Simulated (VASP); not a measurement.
# SnTe (P1) in VASP: further runs

SnTe is run at these levels: LDA; tasks: single point.

All numbers are computed with VASP 6.6.1; they aren't measurements. Logs are shortened: lines on timing, memory, paths and dates and some standing lists are left out, and cuts for length are marked.

**1. The cell of the first run**

The typed cell holds 2 atoms: a = 5.107 Å, b = 5.107 Å, c = 5.107 Å, α = 60.00°, β = 60.00°, γ = 60.00°.

**2. Single point, LDA**

INCAR reads:

```
ALGO = Normal ; EDIFF = 1E-6
ENCUT = 500 ; GGA = CA
GGA_COMPAT = F ; ISIF = 2
ISMEAR = 0 ; LASPH = T
LCHARG = F ; LREAL = F
LWAVE = F ; NBANDS = 17
NELM = 120 ; PREC = Accurate
SIGMA = 0.01
```

KPOINTS reads:

```
k-points
0
Gamma
  4 4 4
```

POSCAR reads:

```
SnTe
1.0
    0.0000000000      3.6111500000      3.6111500000
    3.6111500000      0.0000000000      3.6111500000
    3.6111500000      3.6111500000      0.0000000000
Sn Te
1 1
Direct
    0.9923400000      0.9918700000      0.9845800000
    0.7376400000      0.7609500000      0.7361200000
```

Potentials or basis: VASP PAW LDA potentials, release 64 (Sn_d, Te).

The run is started by

```console
> cat potpaw_LDA.64/Sn_d/POTCAR potpaw_LDA.64/Te/POTCAR > POTCAR
> mpirun -np 1 vasp_std > vasp.out
```

OUTCAR:

```text
EDIFF = 1E-6
   ENCUT = 500
   GGA = CA
   ISIF = 2
   ISMEAR = 0
   LASPH = T
   LREAL = F
   NELM = 120
   PREC = Accurate

 ion  position               nearest neighbor table
   1  0.992  0.992  0.985-   2 3.06   2 3.11   2 3.14   2 3.21
   2  0.738  0.761  0.736-   1 3.06   1 3.11   1 3.14   1 3.21

  LATTYP: Found a face centered cubic cell.
 ALAT       =     7.2223000000

  Lattice vectors:

 A1 = (   0.0000000000,   3.6111500000,   3.6111500000)
 A2 = (   3.6111500000,   0.0000000000,   3.6111500000)
 A3 = (   3.6111500000,   3.6111500000,   0.0000000000)

Analysis of symmetry for initial positions (statically):
=====================================================================
 Subroutine PRICEL returns:
 Original cell was already a primitive cell.

 Routine SETGRP: Setting up the symmetry group for a
 face centered cubic supercell.

 Subroutine GETGRP returns: Found  1 space group operations
 (whereof  1 operations were pure point group operations)
 out of a pool of 48 trial point group operations.

The static configuration has the point symmetry C_1 .

Analysis of symmetry for dynamics (positions and initial velocities):
=====================================================================
 Subroutine PRICEL returns:
 Original cell was already a primitive cell.

 Routine SETGRP: Setting up the symmetry group for a
 face centered cubic supercell.

 Subroutine GETGRP returns: Found  1 space group operations
 (whereof  1 operations were pure point group operations)
 out of a pool of 48 trial point group operations.

The dynamic configuration has the point symmetry C_1 .

 Subroutine INISYM returns: Found  1 space group operations
 (whereof  1 operations are pure point group operations),
 and found     1 'primitive' translations

----------------------------------------------------------------------------------------

                                     Primitive cell

  volume of cell :      94.1817

  direct lattice vectors                    reciprocal lattice vectors
     0.000000000  3.611150000  3.611150000    -0.138460047  0.138460047  0.138460047
     3.611150000  0.000000000  3.611150000     0.138460047 -0.138460047  0.138460047
     3.611150000  3.611150000  0.000000000     0.138460047  0.138460047 -0.138460047

  length of vectors
     5.106937306  5.106937306  5.106937306     0.239819837  0.239819837  0.239819837

  position of ions in fractional coordinates (direct lattice)
     0.992340000  0.991870000  0.984580000
     0.737640000  0.760950000  0.736120000

  ion indices of the primitive-cell ions
   primitive index   ion index
                 1           1
                 2           2

----------------------------------------------------------------------------------------

 KPOINTS: k-points

Automatic generation of k-mesh.
 Grid dimensions read from file:
 generate k-points for:    4    4    4

 Generating k-lattice:

  Cartesian coordinates                     Fractional coordinates (reciprocal lattice)
    -0.034615012  0.034615012  0.034615012     0.250000000  0.000000000  0.000000000
     0.034615012 -0.034615012  0.034615012     0.000000000  0.250000000  0.000000000
     0.034615012  0.034615012 -0.034615012     0.000000000  0.000000000  0.250000000

  Length of vectors
     0.059954959  0.059954959  0.059954959

  Shift w.r.t. Gamma in fractional coordinates (k-lattice)
     0.000000000  0.000000000  0.000000000

 Subroutine IBZKPT returns following result:
 ===========================================

 Found     36 irreducible k-points:

 Following reciprocal coordinates:
            Coordinates               Weight
  0.000000  0.000000  0.000000      1.000000
  0.250000  0.000000  0.000000      2.000000
  0.000000  0.250000  0.000000      2.000000
  0.000000  0.000000  0.250000      2.000000
  0.250000  0.250000  0.250000      2.000000
  0.500000  0.000000  0.000000      1.000000
[... 16 lines left out ...]
  0.250000  0.500000  0.500000      2.000000
  0.500000  0.000000  0.250000      2.000000
 [... further k-points ...]
   k-points           NKPTS =     36   k-points in BZ     NKDIM =     36   number of bands    NBANDS=     17
   number of dos      NEDOS =    301   number of ions     NIONS =      2
   total plane-waves  NPLWV =  64000
   dimension x,y,z NGX =    40 NGY =   40 NGZ =   40
   dimension x,y,z NGXF=    80 NGYF=   80 NGZF=   80
   ions per type =               1   1
   NGX,Y,Z   is equivalent  to a cutoff of  13.02, 13.02, 13.02 a.u.
   NGXF,Y,Z  is equivalent  to a cutoff of  26.04, 26.04, 26.04 a.u.
 SYSTEM =  unknown system
   PREC   = accura    normal or accurate (medium, high low for compatibility)
   ISTART =      0    job   : 0-new  1-cont  2-samecut
   ICHARG =      2    charge: 1-file 2-atom 10-const
   ISPIN  =      1    spin polarized calculation?
   LNONCOLLINEAR =      F non collinear calculations
   LSORBIT =      F    spin-orbit coupling
   LASPH  =      T    aspherical Exc in radial PAW
   ENCUT  =  500.0 eV  36.75 Ry    6.06 a.u.   9.31  9.31  9.31*2*pi/ulx,y,z
   NELM   =    120;   NELMIN=  2; NELMDL= -5     # of ELM steps
   EDIFF  = 0.1E-05   stopping-criterion for ELM
   LREAL  =      F    real-space projection
   EDIFFG = 0.1E-04   stopping-criterion for IOM
   NSW    =      0    number of steps for IOM
   IBRION =     -1    ionic relax: 0-MD 1-quasi-New 2-CG
   NFREE  =      0    steps in history (QN), initial steepest desc. (CG)
   ISIF   =      2    stress and relaxation
   ISYM   =      2    0-nonsym 1-usesym 2-fastsym
   POTIM  = 0.5000    time-step for ionic-motion
   TEBEG  =    0.0;   TEEND  =   0.0 temperature during run
   PSTRESS=    0.0 pullay stress
   NELECT =      20.0000    total number of electrons
   NUPDOWN=      -1.0000    fix difference up-down
   EMIN   =  10.00;   EMAX   =-10.00  energy-range for DOS
   EFERMI =   0.00;   METHOD = LEGACY
   ISMEAR =     0;   SIGMA  =   0.01  broadening in eV -4-tet -1-fermi 0-gaus
   EFERMI_NEDOS =   21; number of points for ismear=-14 and -15
   IALGO  =     38    algorithm
   IMIX   =      4    mixing-type and parameters
     AMIX     =   0.40;   BMIX     =  1.00
     AMIX_MAG =   1.60;   BMIX_MAG =  1.00
  volume/ion in A,a.u.               =      47.09       317.78
  Fermi-wavevector in a.u.,A,eV,Ry     =   0.976703  1.845702 12.979268  0.953949
  Thomas-Fermi vector in A             =   2.107343
   LORBIT       =      0    0 simple, 1 ext, 2 COOP (PROOUT), +10 PAW based schemes
   GGA     = CA    functional components
   LHFCALC =     F    Hartree Fock is set to
   AEXX    =    0.0000 exact exchange contribution
   IVDW    =     0    specifies the selected vdW correction
   LEPSILON=     F    determine dielectric tensor
   LRPA    =     F    only Hartree local field effects (RPA)
 non-spin polarized calculation
 Gauss-broadening in eV      SIGMA  =   0.01
  energy-cutoff  :      500.00
  volume of cell :       94.18
 maximum number of plane-waves:      2421
 NGX is ok and might be reduce to    40
   NGX = 19   NGY = 19   NGZ = 19

 number of electron      20.0000003 magnetization

 Free energy of the ion-electron system (eV)
  ---------------------------------------------------
  ext. energy  EPLUGINS =         0.00000000
  ---------------------------------------------------
  free energy    TOTEN  =        -7.99617567 eV

  energy without entropy =       -7.99582827  energy(sigma->0) =       -7.99600197

 E-fermi :   2.9315     XC(G=0):  -7.8124

 val. band max:        2.9293796236   @ k =   0.5000   0.0000   0.5000
 cond. band min:       2.9443590970   @ k =   0.5000   0.5000   0.0000
 fundamental gap:      0.0149794734
 Fermi energy:         2.9315289483

 k-point     1 :       0.0000    0.0000    0.0000
  band No.  band energies     occupation
      1     -18.7939      2.00000
      2     -18.7906      2.00000
      3     -18.7882      2.00000
      4     -18.7795      2.00000
      5     -18.7765      2.00000
      6      -8.6609      2.00000
[... 9 lines left out ...]
     16       9.3641      0.00000
     17      10.2590      0.00000

 k-point     2 :       0.2500    0.0000    0.0000
  band No.  band energies     occupation
      1     -18.7934      2.00000
      2     -18.7906      2.00000
      3     -18.7880      2.00000
      4     -18.7795      2.00000
      5     -18.7763      2.00000
      6      -8.4183      2.00000
[... 9 lines left out ...]
     16       8.7730      0.00000
     17       9.9183      0.00000

 k-point     3 :       0.0000    0.2500    0.0000
  band No.  band energies     occupation
      1     -18.7944      2.00000
      2     -18.7897      2.00000
      3     -18.7875      2.00000
      4     -18.7798      2.00000
      5     -18.7766      2.00000
      6      -8.4377      2.00000
[... 9 lines left out ...]
     16       8.8289      0.00000
     17       9.8522      0.00000

 k-point     4 :       0.0000    0.0000    0.2500
  band No.  band energies     occupation
      1     -18.7935      2.00000
      2     -18.7907      2.00000
      3     -18.7877      2.00000
      4     -18.7795      2.00000
      5     -18.7764      2.00000
      6      -8.4235      2.00000
[... 9 lines left out ...]
     16       8.7987      0.00000
     17       9.9018      0.00000

 k-point     5 :       0.2500    0.2500    0.2500
  band No.  band energies     occupation
      1     -18.7932      2.00000
      2     -18.7905      2.00000
      3     -18.7887      2.00000
      4     -18.7789      2.00000
      5     -18.7764      2.00000
      6      -8.4088      2.00000
[... 9 lines left out ...]
     16       8.7224      0.00000
     17       9.9472      0.00000

 k-point     6 :       0.5000    0.0000    0.0000
  band No.  band energies     occupation
      1     -18.7932      2.00000
      2     -18.7905      2.00000
      3     -18.7878      2.00000
      4     -18.7795      2.00000
      5     -18.7759      2.00000
      6      -8.1159      2.00000
[... 9 lines left out ...]
     16       9.5700      0.00000
     17       9.8755      0.00000

 k-point     7 :       0.0000    0.5000    0.0000
  band No.  band energies     occupation
      1     -18.7949      2.00000
      2     -18.7888      2.00000
      3     -18.7867      2.00000
      4     -18.7801      2.00000
      5     -18.7767      2.00000
      6      -8.1668      2.00000
[... 9 lines left out ...]
     16       9.7677      0.00000
     17       9.9152      0.00000

 k-point     8 :       0.0000    0.0000    0.5000
  band No.  band energies     occupation
      1     -18.7935      2.00000
      2     -18.7904      2.00000
      3     -18.7874      2.00000
      4     -18.7795      2.00000
      5     -18.7762      2.00000
      6      -8.1298      2.00000
[... 9 lines left out ...]
     16       9.5988      0.00000
     17       9.9087      0.00000
[... 203 lines left out ...]
      1     -18.7934      2.00000
      2     -18.7906      2.00000
      3     -18.7868      2.00000
      4     -18.7796      2.00000
      5     -18.7762      2.00000
      6      -8.0211      2.00000
[... 9 lines left out ...]
     16      10.1223      0.00000
     17      10.8442      0.00000

 k-point    20 :       0.5000    0.5000    0.2500
  band No.  band energies     occupation
      1     -18.7930      2.00000
      2     -18.7904      2.00000
      3     -18.7882      2.00000
      4     -18.7791      2.00000
      5     -18.7760      2.00000
      6      -8.0060      2.00000
[... 9 lines left out ...]
     16      10.0137      0.00000
     17      10.8428      0.00000

 k-point    21 :       0.0000    0.2500    0.5000
  band No.  band energies     occupation
      1     -18.7933      2.00000
      2     -18.7908      2.00000
      3     -18.7867      2.00000
      4     -18.7798      2.00000
      5     -18.7761      2.00000
      6      -8.0283      2.00000
[... 9 lines left out ...]
     16       9.9066      0.00000
     17      10.8406      0.00000

 k-point    22 :      -0.2500    0.2500   -0.2500
  band No.  band energies     occupation
      1     -18.7954      2.00000
      2     -18.7886      2.00000
      3     -18.7868      2.00000
      4     -18.7791      2.00000
      5     -18.7769      2.00000
      6      -8.0475      2.00000
[... 9 lines left out ...]
     16      10.1318      0.00000
     17      10.8517      0.00000

 k-point    23 :       0.2500    0.5000    0.5000
  band No.  band energies     occupation
      1     -18.7931      2.00000
      2     -18.7909      2.00000
      3     -18.7874      2.00000
      4     -18.7790      2.00000
      5     -18.7762      2.00000
      6      -8.0070      2.00000
[... 9 lines left out ...]
     16      10.0500      0.00000
     17      10.8459      0.00000

 k-point    24 :       0.5000    0.0000    0.2500
  band No.  band energies     occupation
      1     -18.7947      2.00000
      2     -18.7894      2.00000
      3     -18.7871      2.00000
      4     -18.7789      2.00000
      5     -18.7764      2.00000
      6      -8.0192      2.00000
[... 9 lines left out ...]
     16      10.0235      0.00000
     17      10.8375      0.00000

 [... further k-points ...]
[... 5 lines left out ...]
  --------------------------------------------------------------------------------------
  -------------------------------------------------------------------------------------
  Total       -1.3315570     -1.3838676     -1.3358856      0.1289102      0.1853677     -0.0243863
  in kB      -22.6518540    -23.5417386    -22.7254903      2.1929635      3.1533930     -0.4148490
  external PRESSURE =     -22.9730276 kB  Pullay stress =       0.0000000 kB

 VOLUME and BASIS-vectors are now :
 -----------------------------------------------------------------------------
  energy-cutoff  :      500.00
  volume of cell :       94.18
      direct lattice vectors                 reciprocal lattice vectors
     0.000000000  3.611150000  3.611150000    -0.138460047  0.138460047  0.138460047
     3.611150000  0.000000000  3.611150000     0.138460047 -0.138460047  0.138460047
     3.611150000  3.611150000  0.000000000     0.138460047  0.138460047 -0.138460047

 POSITION                                       TOTAL-FORCE (eV/Angst)
 -----------------------------------------------------------------------------------
      7.13726      7.13895      7.16528         0.164785     -0.014337      0.113194
      5.40614      5.32197      5.41163        -0.164785      0.014337     -0.113194
 -----------------------------------------------------------------------------------
    total drift:                               -0.000135     -0.000233      0.000374

  FREE ENERGIE OF THE ION-ELECTRON SYSTEM (eV)
  ---------------------------------------------------
  free  energy   TOTEN  =        -7.9961756720 eV

  energy  without entropy=       -7.9958282703  energy(sigma->0) =       -7.99600197
```

It took 34 s on 1 thread of Intel Xeon Platinum 8488C (Sapphire Rapids), shared host; peak memory 0.22 GiB.

Results:

| Property | Result |
| --- | --- |
| Free energy | -7.9962 eV |
| Pressure | -2.3 GPa |
| Largest force | 0.200 eV/Å |

Forces on the atoms (eV/Å):
```
Sn   0.165 -0.014  0.113
Te  -0.165  0.014 -0.113
```

Stress tensor (GPa, compression positive):
```
-2.27  0.22 -0.04
 0.22 -2.35  0.32
-0.04  0.32 -2.27
```

Levels at points of the mesh, in eV from the Fermi level:
| k point | band 8 | band 9 | band 10 | band 11 | band 12 | band 13 |
| --- | --- | --- | --- | --- | --- | --- |
| (0.00, 0.00, 0.00) | -2.11 | -1.95 | -1.74 | 0.81 | 0.97 | 1.11 |
| (0.50, 0.00, 0.00) | -2.60 | -2.31 | -2.07 | 1.53 | 2.00 | 3.32 |
| (0.00, 0.50, 0.00) | -2.58 | -2.43 | -2.25 | 1.59 | 1.84 | 3.19 |
| (0.00, 0.00, 0.50) | -2.62 | -2.32 | -2.12 | 1.51 | 2.00 | 3.28 |
| (0.50, 0.50, 0.50) | -2.53 | -2.34 | -1.99 | 1.63 | 1.95 | 3.39 |
| (0.50, 0.50, 0.00) | -3.18 | -3.07 | -0.75 | 0.01 | 3.74 | 3.89 |
| (0.00, 0.50, 0.50) | -3.21 | -3.05 | -0.76 | 0.03 | 3.70 | 3.93 |
| (0.50, 0.00, 0.50) | -3.14 | -3.10 | -0.73 | 0.00 | 3.80 | 3.82 |

Caveat: the k points lie up to 0.38 Å⁻¹ apart; spin-orbit coupling is left out, which moves the levels of the heavy elements.

(Part 1 of 3 ends here.)
